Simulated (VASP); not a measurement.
# Ni in VASP: a series of runs

The runs below take Ni through single point, relaxation of cell and atoms, with LDA, RPBE.

Everything below comes from runs of VASP 6.6.1. Logs are shortened: lines on timing, memory, paths and dates and some standing lists are left out, and cuts for length are marked.

## 1. The cell of the first run

Symmetry: I4/mmm, No. 139, tetragonal system. Conventional cell: a = 2.767 Å, b = 2.767 Å, c = 2.809 Å, α = 90.00°, β = 90.00°, γ = 90.00°. Within 3.2 Å of Ni (site symmetry 4/mmm) lie 14 Ni at 2.41 to 2.81 Å.

## 2. Single point, LDA, collinear spin, ferromagnetic start (cell strained by +1.5% along z)

File INCAR:

```
SYSTEM = Ni
GGA = CA
ISPIN = 2
MAGMOM = 1
LORBIT = 11
ISMEAR = 1
SIGMA = 0.05
LWAVE = .FALSE.
LCHARG = .FALSE.
ISIF = 2
PREC = Accurate
LASPH = .TRUE.
LREAL = .FALSE.
ALGO = Normal
EDIFF = 1E-8
NELM = 200
GGA_COMPAT = .FALSE.
ENCUT = 710
LMAXMIX = 4
KPAR = 4
NBANDS = 25
ADDGRID = .FALSE.
```

File KPOINTS:

```
Automatic mesh
0
Gamma
  26 26 26
  0 0 0
```

File POSCAR:

```
Ni
1.0
   -1.3837154700      1.3837154700      1.4044712020
    1.3837154700     -1.3837154700      1.4044712020
    1.3837154700      1.3837154700     -1.4044712020
Ni
1
Direct
    0.0000000000      0.0000000000      0.0000000000
```

Potentials or basis: VASP PAW LDA potentials, release 64 (Ni).

Run with:

```bash
> cat potpaw_LDA.64/Ni/POTCAR > POTCAR
> mpirun -np 4 vasp_std > vasp.out
```

OUTCAR:

```text
SYSTEM = Ni
   GGA = CA
   ISPIN = 2
   LORBIT = 11
   ISMEAR = 1
   ISIF = 2
   PREC = Accurate
   LASPH = .TRUE.
   LREAL = .FALSE.
   EDIFF = 1E-8
   NELM = 200
   ENCUT = 710

 ion  position               nearest neighbor table
   1  0.000  0.000  0.000-

  LATTYP: Found a body centered tetragonal cell.
 ALAT       =     2.7674309400
 C/A-ratio  =     1.0150000000

  Lattice vectors:

 A1 = (  -1.3837154700,   1.3837154700,   1.4044712020)
 A2 = (   1.3837154700,  -1.3837154700,   1.4044712020)
 A3 = (   1.3837154700,   1.3837154700,  -1.4044712020)

Analysis of symmetry for initial positions (statically):
=====================================================================
 Subroutine PRICEL returns:
 Original cell was already a primitive cell.

 Routine SETGRP: Setting up the symmetry group for a
 body centered tetragonal supercell.

 Subroutine GETGRP returns: Found 16 space group operations
 (whereof 16 operations were pure point group operations)
 out of a pool of 16 trial point group operations.

The static configuration has the point symmetry D_4h.

Analysis of symmetry for dynamics (positions and initial velocities):
=====================================================================
 Subroutine PRICEL returns:
 Original cell was already a primitive cell.

 Routine SETGRP: Setting up the symmetry group for a
 body centered tetragonal supercell.

 Subroutine GETGRP returns: Found 16 space group operations
 (whereof 16 operations were pure point group operations)
 out of a pool of 16 trial point group operations.

The dynamic configuration has the point symmetry D_4h.

Analysis of structural, dynamic, and magnetic symmetry:
=====================================================================
 Subroutine PRICEL returns:
 Original cell was already a primitive cell.

 Routine SETGRP: Setting up the symmetry group for a
 body centered tetragonal supercell.

 Subroutine GETGRP returns: Found 16 space group operations
 (whereof 16 operations were pure point group operations)
 out of a pool of 16 trial point group operations.

The overall configuration has the point symmetry D_4h.

 Subroutine INISYM returns: Found 16 space group operations
 (whereof 16 operations are pure point group operations),
 and found     1 'primitive' translations

----------------------------------------------------------------------------------------

                                     Primitive cell

  volume of cell :      10.7564

  direct lattice vectors                    reciprocal lattice vectors
    -1.383715470  1.383715470  1.404471202     0.000000000  0.361345964  0.356005876
     1.383715470 -1.383715470  1.404471202     0.361345964  0.000000000  0.356005876
     1.383715470  1.383715470 -1.404471202     0.361345964  0.361345964  0.000000000

  length of vectors
     2.408708443  2.408708443  2.408708443     0.507258404  0.507258404  0.511020363

  position of ions in fractional coordinates (direct lattice)
     0.000000000  0.000000000  0.000000000

  ion indices of the primitive-cell ions
   primitive index   ion index
                 1           1

----------------------------------------------------------------------------------------

 KPOINTS: Automatic mesh

Automatic generation of k-mesh.
 Grid dimensions read from file:
 generate k-points for:   26   26   26

 Generating k-lattice:

  Cartesian coordinates                     Fractional coordinates (reciprocal lattice)
     0.000000000  0.013897922  0.013692534     0.038461538  0.000000000 -0.000000000
     0.013897922  0.000000000  0.013692534     0.000000000  0.038461538 -0.000000000
     0.013897922  0.013897922  0.000000000     0.000000000  0.000000000  0.038461538

  Length of vectors
     0.019509939  0.019509939  0.019654629

  Shift w.r.t. Gamma in fractional coordinates (k-lattice)
     0.000000000  0.000000000  0.000000000

 Subroutine IBZKPT returns following result:
 ===========================================

 Found   1330 irreducible k-points:

 Following reciprocal coordinates:
            Coordinates               Weight
  0.000000  0.000000  0.000000      1.000000
  0.038462 -0.000000  0.000000      8.000000
  0.076923 -0.000000  0.000000      8.000000
  0.115385 -0.000000  0.000000      8.000000
  0.153846 -0.000000  0.000000      8.000000
  0.192308 -0.000000  0.000000      8.000000
[... 16 lines left out ...]
  0.346154  0.038462  0.000000     16.000000
  0.384615  0.038462  0.000000     16.000000
 [... further k-points ...]
   k-points           NKPTS =   1330   k-points in BZ     NKDIM =   1330   number of bands    NBANDS=     25
   number of dos      NEDOS =    301   number of ions     NIONS =      1
   total plane-waves  NPLWV =  13824
   dimension x,y,z NGX =    24 NGY =   24 NGZ =   24
   dimension x,y,z NGXF=    48 NGYF=   48 NGZF=   48
   ions per type =               1
   NGX,Y,Z   is equivalent  to a cutoff of  16.56, 16.56, 16.56 a.u.
   NGXF,Y,Z  is equivalent  to a cutoff of  33.13, 33.13, 33.13 a.u.
 SYSTEM =  Ni
   PREC   = accura    normal or accurate (medium, high low for compatibility)
   ISTART =      0    job   : 0-new  1-cont  2-samecut
   ICHARG =      2    charge: 1-file 2-atom 10-const
   ISPIN  =      2    spin polarized calculation?
   LNONCOLLINEAR =      F non collinear calculations
   LSORBIT =      F    spin-orbit coupling
   LASPH  =      T    aspherical Exc in radial PAW
   ENCUT  =  710.0 eV  52.18 Ry    7.22 a.u.   5.23  5.23  5.23*2*pi/ulx,y,z
   NELM   =    200;   NELMIN=  2; NELMDL= -5     # of ELM steps
   EDIFF  = 0.1E-07   stopping-criterion for ELM
   LREAL  =      F    real-space projection
   EDIFFG = 0.1E-06   stopping-criterion for IOM
   NSW    =      0    number of steps for IOM
   IBRION =     -1    ionic relax: 0-MD 1-quasi-New 2-CG
   NFREE  =      0    steps in history (QN), initial steepest desc. (CG)
   ISIF   =      2    stress and relaxation
   ISYM   =      2    0-nonsym 1-usesym 2-fastsym
   POTIM  = 0.5000    time-step for ionic-motion
   TEBEG  =    0.0;   TEEND  =   0.0 temperature during run

   SCALEE = 1.0000    scale energy and forces
   PSTRESS=    0.0 pullay stress
   NELECT =      10.0000    total number of electrons
   NUPDOWN=      -1.0000    fix difference up-down
   EMIN   =  10.00;   EMAX   =-10.00  energy-range for DOS
   EFERMI =   0.00;   METHOD = LEGACY
   ISMEAR =     1;   SIGMA  =   0.05  broadening in eV -4-tet -1-fermi 0-gaus
   EFERMI_NEDOS =   21; number of points for ismear=-14 and -15
   IALGO  =     38    algorithm
   IMIX   =      4    mixing-type and parameters
     AMIX     =   0.40;   BMIX     =  1.00
     AMIX_MAG =   1.60;   BMIX_MAG =  1.00
  volume/ion in A,a.u.               =      10.76        72.59
  Fermi-wavevector in a.u.,A,eV,Ry     =   1.597789  3.019383 34.734706  2.552929
  Thomas-Fermi vector in A             =   2.695340
   LORBIT       =     11    0 simple, 1 ext, 2 COOP (PROOUT), +10 PAW based schemes
   GGA     = CA    functional components
   LHFCALC =     F    Hartree Fock is set to
   AEXX    =    0.0000 exact exchange contribution
   IVDW    =     0    specifies the selected vdW correction
   LEPSILON=     F    determine dielectric tensor
   LRPA    =     F    only Hartree local field effects (RPA)

   CSHIFT  =0.1000    complex shift for real part using Kramers Kronig

   OMEGAMAX=  -1.0    maximum frequency
 spin polarized calculation
 Methfessel and Paxton  Order N= 1 SIGMA  =   0.05
  energy-cutoff  :      710.00
  volume of cell :       10.76
 maximum number of plane-waves:       478
 NGX is ok and might be reduce to    24
   NGX = 11   NGY = 11   NGZ = 11

 number of electron      10.0000000 magnetization       1.0000000

 number of electron       9.9999998 magnetization       0.5164710

 Free energy of the ion-electron system (eV)
  ---------------------------------------------------
  ext. energy  EPLUGINS =         0.00000000
  ---------------------------------------------------
  free energy    TOTEN  =        -6.44848025 eV

  energy without entropy =       -6.44844330  energy(sigma->0) =       -6.44846794

 E-fermi :   9.0538     XC(G=0): -13.6762

 val. band max:        9.0534824510   @ k =  -0.4615   0.4615   0.3846
 cond. band min:       9.0548020874   @ k =  -0.1923   0.4615   0.0385
 fundamental gap:      0.0013196364
 Fermi energy:         9.0537772480

 spin component 1

 k-point     1 :       0.0000    0.0000    0.0000
  band No.  band energies     occupation
      1       0.1285      1.00000
      2       6.7920      1.00000
      3       6.7920      1.00000
      4       6.8679      1.00000
      5       8.2029      1.00000
      6       8.2971      1.00000
[... 9 lines left out ...]
     16      42.1862      0.00000
     17      42.7342      0.00000

 k-point     2 :       0.0385   -0.0000    0.0000
  band No.  band energies     occupation
      1       0.1902      1.00000
      2       6.7915      1.00000
      3       6.7941      1.00000
      4       6.8801      1.00000
      5       8.1918      1.00000
      6       8.2938      1.00000
[... 9 lines left out ...]
     16      43.6078      0.00000
     17      43.7600      0.00000

 k-point     3 :       0.0769   -0.0000    0.0000
  band No.  band energies     occupation
      1       0.3739      1.00000
      2       6.7671      1.00000
      3       6.7887      1.00000
      4       6.9500      1.00000
      5       8.1576      1.00000
      6       8.2887      1.00000
[... 392 lines left out ...]
 k-point    23 :       0.3462    0.0385    0.0000
  band No.  band energies     occupation
      1       4.0913      1.00000
      2       6.0611      1.00000
      3       7.3214      1.00000
      4       8.0895      1.00000
      5       8.3912      1.00000
      6       8.7714      1.00000
[... 9 lines left out ...]
     16      55.6557      0.00000
     17      57.6426      0.00000

 k-point    24 :       0.3846    0.0385    0.0000
  band No.  band energies     occupation
      1       4.3192      1.00000
      2       5.9910      1.00000
      3       7.8188      1.00000
      4       8.1381      1.00000
      5       8.4607      1.00000
      6       9.0507      0.55162
[... 9 lines left out ...]
     16      56.8113      0.00000
     17      58.0869      0.00000

 [... further k-points ...]

 [bands above 17 left out]

 Fermi energy:         9.0537772480

 spin component 2

 k-point     1 :       0.0000    0.0000    0.0000
  band No.  band energies     occupation
      1       0.1764      1.00000
      2       7.3307      1.00000
      3       7.3307      1.00000
      4       7.4021      1.00000
      5       8.6565      1.00000
      6       8.7429      1.00000
[... 9 lines left out ...]
     16      42.3687      0.00000
     17      42.9128      0.00000

 k-point     2 :       0.0385   -0.0000    0.0000
  band No.  band energies     occupation
      1       0.2381      1.00000
      2       7.3298      1.00000
      3       7.3322      1.00000
      4       7.4150      1.00000
      5       8.6449      1.00000
      6       8.7396      1.00000
[... 9 lines left out ...]
     16      43.7682      0.00000
     17      43.9303      0.00000

 k-point     3 :       0.0769   -0.0000    0.0000
  band No.  band energies     occupation
      1       0.4221      1.00000
      2       7.3018      1.00000
      3       7.3251      1.00000
      4       7.4884      1.00000
      5       8.6090      1.00000
      6       8.7349      1.00000
[... 392 lines left out ...]
 k-point    23 :       0.3462    0.0385    0.0000
  band No.  band energies     occupation
      1       4.2930      1.00000
      2       6.5596      1.00000
      3       7.5953      1.00000
      4       8.5823      1.00000
      5       8.8445      1.00000
      6       9.3457     -0.00000
[... 9 lines left out ...]
     16      56.4074      0.00000
     17      57.7531      0.00000

 k-point    24 :       0.3846    0.0385    0.0000
  band No.  band energies     occupation
      1       4.5814      1.00000
      2       6.4863      1.00000
      3       8.0546      1.00000
      4       8.6238      1.00000
      5       8.9032      1.00009
      6       9.6019     -0.00000
[... 9 lines left out ...]
     16      56.8806      0.00000
     17      58.3570      0.00000

 [... further k-points ...]

 [bands above 17 left out]

------------------------ aborting loop because EDIFF is reached ----------------------------------------

  FORCE on cell =-STRESS in cart. coord.  units (eV):
  Direction    XX          YY          ZZ          XY          YZ          ZX
  --------------------------------------------------------------------------------------
  -------------------------------------------------------------------------------------
  Total       -0.9200936     -0.9200936     -0.8470252      0.0000000     -0.0000000      0.0000000
  in kB     -137.0490868   -137.0490868   -126.1654605      0.0000000     -0.0000000      0.0000000
  external PRESSURE =    -133.4212113 kB  Pullay stress =       0.0000000 kB

 VOLUME and BASIS-vectors are now :
 -----------------------------------------------------------------------------
  energy-cutoff  :      710.00
  volume of cell :       10.76
      direct lattice vectors                 reciprocal lattice vectors
    -1.383715470  1.383715470  1.404471202     0.000000000  0.361345964  0.356005876
     1.383715470 -1.383715470  1.404471202     0.361345964  0.000000000  0.356005876
     1.383715470  1.383715470 -1.404471202     0.361345964  0.361345964  0.000000000

 POSITION                                       TOTAL-FORCE (eV/Angst)
 -----------------------------------------------------------------------------------
      0.00000      0.00000      0.00000        -0.000000      0.000000      0.000000
 -----------------------------------------------------------------------------------
    total drift:                               -0.000000      0.000000     -0.000000

  FREE ENERGIE OF THE ION-ELECTRON SYSTEM (eV)
  ---------------------------------------------------
  free  energy   TOTEN  =        -6.4484802515 eV

  energy  without entropy=       -6.4484433030  energy(sigma->0) =       -6.44846794

 total charge

# of ion       s       p       d       tot
------------------------------------------
    1        0.498   0.497   8.351   9.345

 magnetization (x)

# of ion       s       p       d       tot
------------------------------------------
    1       -0.003  -0.010   0.531   0.518
```

Run time: 6.4 min. Hardware: 4 MPI ranks of Intel Xeon Platinum 8259CL at 2.50GHz (Skylake/Cascade Lake), shared host; peak memory 0.74 GiB.

What came out:

```
Free energy                                           : -6.4485 eV
Pressure                                              : -13.3 GPa
Net moment                                            : 0.52 μB per cell
Site moments                                          : Ni +0.52 μB
Valence electrons inside the program's atomic spheres : Ni 9.35
```

Stress tensor (GPa, compression positive):
```
-13.70   0.00   0.00
  0.00 -13.70   0.00
  0.00   0.00 -12.62
```

Caveat: the cell differs from its parent crystal (cell strained by +1.5% along z); the cell stands under tension.

## 3. Relaxation of cell and atoms, RPBE, collinear spin, ferromagnetic start (10.07 Å³/atom)

This run uses another cell than the first one, of 10.07 Å³/atom.

File POSCAR:

```
Ni
1.0
   -1.3602581338      1.3602581338      1.3602581338
    1.3602581338     -1.3602581338      1.3602581338
    1.3602581338      1.3602581338     -1.3602581338
Ni
1
Direct
    0.0000000000      0.0000000000      0.0000000000
```

File INCAR.step1:

```
  GGA = RP
  ISPIN = 2
  MAGMOM = 1
  LORBIT = 11
  ISMEAR = 2
  SIGMA = 0.1
  LWAVE = False
  LCHARG = False
  NSW = 80
  PREC = Accurate
  LASPH = True
  LREAL = False
  ALGO = Normal
  EDIFF = 1E-6
  NELM = 200
  GGA_COMPAT = False
  IBRION = 2
  ISIF = 3
  EDIFFG = -0.005
  NELMIN = 4
  ENCUT = 400
  LMAXMIX = 4
  KPAR = 4
  POTIM = 0.5
```

File INCAR.step3:

```
  GGA = RP
  ISPIN = 2
  MAGMOM = 1
  LORBIT = 11
  ISMEAR = 2
  SIGMA = 0.1
  LWAVE = False
  LCHARG = False
  PREC = Accurate
  LASPH = True
  LREAL = False
  ALGO = Normal
  EDIFF = 1E-6
  NELM = 200
  GGA_COMPAT = False
  ISIF = 2
  ENCUT = 400
  LMAXMIX = 4
  KPAR = 4
```

File KPOINTS:

```
Automatic mesh
0
Gamma
  15 15 15
  0 0 0
```

Potentials or basis: VASP PAW PBE potentials, release 64 (Ni).

Run with:

```bash
> cat potpaw_PBE.64/Ni/POTCAR > POTCAR
> cp INCAR.step1 INCAR
> cp POSCAR.step1 POSCAR
> mpirun -np 4 vasp_std > vasp.out
> cp CONTCAR POSCAR
> mpirun -np 4 vasp_std > vasp.out
> cp CONTCAR POSCAR
> cp INCAR.step3 INCAR
> mpirun -np 4 vasp_std > vasp.out
```

It took 2.4 min on 4 MPI ranks of Intel Xeon Platinum 8375C at 2.90GHz (Ice Lake), shared host; peak memory 0.14 GiB.

Results (log left out):

```
Free energy                                           : -4.8596 eV
Relaxed volume                                        : 11.30 Å³/atom
Relaxed cell                                          : a = 2.449 Å, b = 2.449 Å, c = 2.449 Å, α = 109.47°, β = 109.47°, γ = 109.47°
Space group after relaxing (to 0.1 Å)                 : Im-3m (No. 229)
Energy gained by relaxing                             : 94.7 meV/atom
Ionic steps                                           : 22
Pressure after relaxing                               : 0.2 GPa
Net moment                                            : 0.62 μB per cell
Site moments                                          : Ni +0.63 μB
Valence electrons inside the program's atomic spheres : Ni 9.24
```

Step by step:
```csv
step,energy change (eV),largest force (eV/Å),pressure (GPa),volume (Å³)
1,0.0000,0.0000,25.50,10.07
2,0.0053,0.0000,-15.95,12.59
3,-0.0750,0.0000,-0.26,11.18
4,-0.0750,0.0000,0.08,11.15
5,-0.0750,0.0000,0.13,11.15
6,-0.0750,0.0000,0.12,11.15
7,-0.0750,0.0000,0.12,11.15
8,-0.0750,0.0000,0.12,11.15
9,-0.0750,0.0000,0.12,11.15
10,-0.0750,0.0000,0.12,11.15
11,-0.0750,0.0000,0.12,11.15
12,-0.0750,0.0000,0.12,11.15
13,-0.0750,0.0000,0.12,11.15
14,-0.0750,0.0000,0.12,11.15
15,-0.0750,0.0000,0.12,11.15
16,-0.0750,0.0000,0.12,11.15
17,-0.0750,0.0000,0.11,11.15
18,-0.0750,0.0000,0.10,11.15
19,-0.0750,0.0000,0.07,11.16
20,-0.0936,0.0000,2.57,11.16
21,-0.0937,0.0000,-2.16,11.45
22,-0.0947,0.0000,0.06,11.30
```

Final structure:
```
Ni
1.0
    -1.41366    1.41366    1.41366
     1.41366   -1.41366    1.41366
     1.41366    1.41366   -1.41366
Ni
1
Direct
  0.00000 0.00000 0.00000
```

Levels at points of the mesh, in eV from the Fermi level:
Spin up:
```tsv
k point	band 1	band 2	band 3	band 4	band 5	band 6	band 7	band 8	band 9	band 10
(0.00, 0.00, 0.00)	-8.64	-2.26	-2.26	-2.26	-0.90	-0.90	26.01	26.01	26.01	30.67
```
Spin down:
| k point | band 1 | band 2 | band 3 | band 4 | band 5 | band 6 | band 7 | band 8 | band 9 | band 10 |
| --- | --- | --- | --- | --- | --- | --- | --- | --- | --- | --- |
| (0.00, 0.00, 0.00) | -8.67 | -1.49 | -1.49 | -1.49 | -0.37 | -0.37 | 25.87 | 25.87 | 25.87 | 30.56 |

Caveat: the PAW data sets were made with another functional, which shifts forces and pressure a little.
